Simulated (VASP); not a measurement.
Wanted: the native input for a VASP 6.6.1 run.

* Task: single point
* Functional: r2SCAN
* Potentials or basis: VASP PAW PBE potentials, release 64 (Sn_d, Se)
* Cutoff: 520 eV
* k mesh: 8 × 8 × 4
* Occupations: gaussian, width 0.05 eV
* Spin: no spin polarisation
* Dipole correction: no
* Further INCAR settings: ALGO = Normal; EDIFF = 1e-07; NBANDS = 28

The system is SnSe.

```
Sn Se
1.0
     4.52469    0.00000    0.00000
     0.00000    4.52469    0.00000
     0.00000    0.00000    9.86138
Sn Se
2 2
Direct
  0.50000 0.00000 0.37139
  0.00000 0.50000 0.62861
  0.50000 0.00000 0.61509
  0.00000 0.50000 0.38491
```

This cell differs from its parent crystal: ratio of the length along z to the lengths across it x 0.85, volume and fractional coordinates fixed.

These files were run (other wordings do the same):

POSCAR

```
SnSe
1.0
    4.5246896862      0.0000000000      0.0000000000
    0.0000000000      4.5246896862      0.0000000000
    0.0000000000      0.0000000000      9.8613795535
Sn Se
2 2
Direct
    0.5000000000      0.0000000000      0.3713940265
    0.0000000000      0.5000000000      0.6286059735
    0.5000000000      0.0000000000      0.6150878825
    0.0000000000      0.5000000000      0.3849121175
```

INCAR.step1

```
  PREC = Accurate
  ENCUT = 520
  ISMEAR = 0
  SIGMA = 0.05
  LREAL = False
  LASPH = True
  NELM = 100
  NBANDS = 28
  GGA = PE
  ALGO = Normal
  EDIFF = 1E-4
  LWAVE = True
  LCHARG = False
```

INCAR.step2

```
  PREC = Accurate
  ENCUT = 520
  EDIFF = 1E-7
  ISMEAR = 0
  SIGMA = 0.05
  LREAL = False
  LASPH = True
  NELM = 100
  ALGO = Normal
  ISIF = 2
  LWAVE = False
  LCHARG = True
  METAGGA = R2SCAN
  LMIXTAU = True
  LELF = True
  LVHAR = True
  NBANDS = 28
  ISTART = 1
```

KPOINTS

```
regular mesh
0
Gamma
  8 8 4
```

Potentials or basis: VASP PAW PBE potentials, release 64 (Sn_d, Se).

Command:

```sh
$ cat potpaw_PBE.64/Sn_d/POTCAR potpaw_PBE.64/Se/POTCAR > POTCAR
$ cp INCAR.step1 INCAR
$ mpirun -np 1 vasp_std > vasp.out
$ cp INCAR.step2 INCAR
$ mpirun -np 1 vasp_std > vasp.out
```

It gave:

- Pressure: 1.7 GPa
- Largest force: 2.501 eV/Å
- Band gap on the k mesh: 1.71 eV

Caveat: the stress differs along the axes, from -2 to 9 GPa; the PAW data sets were made with another functional, which shifts forces and pressure a little; spin-orbit coupling is left out, which moves the levels of the heavy elements.

Run time: 24 min on 1 thread of Oxide Virtual Turin-like Processor (shared host), peak memory 0.46 GiB.
